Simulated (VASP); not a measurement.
## TePt: single point with LDA+U

TePt:

```
Pt Te
1.0
     4.77159    0.00000    0.00000
     0.00000    4.77159    0.00000
     0.00000    0.00000    5.94064
Pt Te
2 2
Direct
  0.00000 0.50000 0.00000
  0.50000 0.00000 0.50000
  0.00000 0.00000 0.25000
  0.00000 0.00000 0.75000
```

```
Program                                     : VASP 6.6.1
Task                                        : single point
Functional                                  : LDA
Potentials or basis                         : VASP PAW LDA potentials, release 64 (Pt, Te)
Cutoff                                      : 500 eV
k mesh                                      : 4 × 4 × 3
Occupations                                 : gaussian, width 0.05 eV
Spin                                        : non-collinear spin, twin_end start, moments held on the sites
Starting moments                            : [[0.0, 0.0, 2.0], [-0.0, -0.0, -0.99], [-0.0, -0.0, -0.06], [-0.0, -0.0, -0.06]] μB
Hubbard terms                               : Pt d U = 7.0 eV
Dipole correction                           : no
Constraint on the moments (I_CONSTRAINED_M) : 2
Penalty LAMBDA                              : 10
Further INCAR settings                      : ALGO = Normal; EDIFF = 1e-06; NBANDS = 46; ISYM = -1; AMIX = 0.2; BMIX = 0.0001
```

The band gap on the k mesh is zero (bands 32 and 33 overlap by 2.21 eV). The net moment is 0.91 μB per cell and the valence electrons inside the program's atomic spheres are Pt 9.50; Te 3.31.

Levels at points of the mesh, in eV from the Fermi level:
```
           k point  band 30  band 31  band 32  band 33  band 34  band 35
(0.00, 0.00, 0.00)    -1.81     0.25     0.74     1.42     1.56     1.56
(0.50, 0.00, 0.00)    -1.36    -1.11     0.29     1.20     1.43     1.63
(0.00, 0.50, 0.00)    -1.37    -1.11     0.29     1.20     1.43     1.63
(0.50, 0.50, 0.00)    -1.54    -1.52    -1.52    -0.49     1.57     1.61
```

Moments on the atoms (μB; x, y, z):
```
Pt   0.48  0.48  0.00
Pt   0.48  0.48  0.00
Te  -0.08 -0.08  0.00
Te  -0.08 -0.08  0.00
```

It took 11 min on 1 thread of Intel(R) Xeon(R) 6975P-C (Granite Rapids) (shared host), peak memory 0.62 GiB.

Caveat: moments held by a penalty; a moment this small can come from the mesh or the smearing; spin-orbit coupling is left out, which moves the levels of the heavy elements; the U is typed as a test and isn't derived for this compound. The state reached can hang on the start; a lower one may exist.
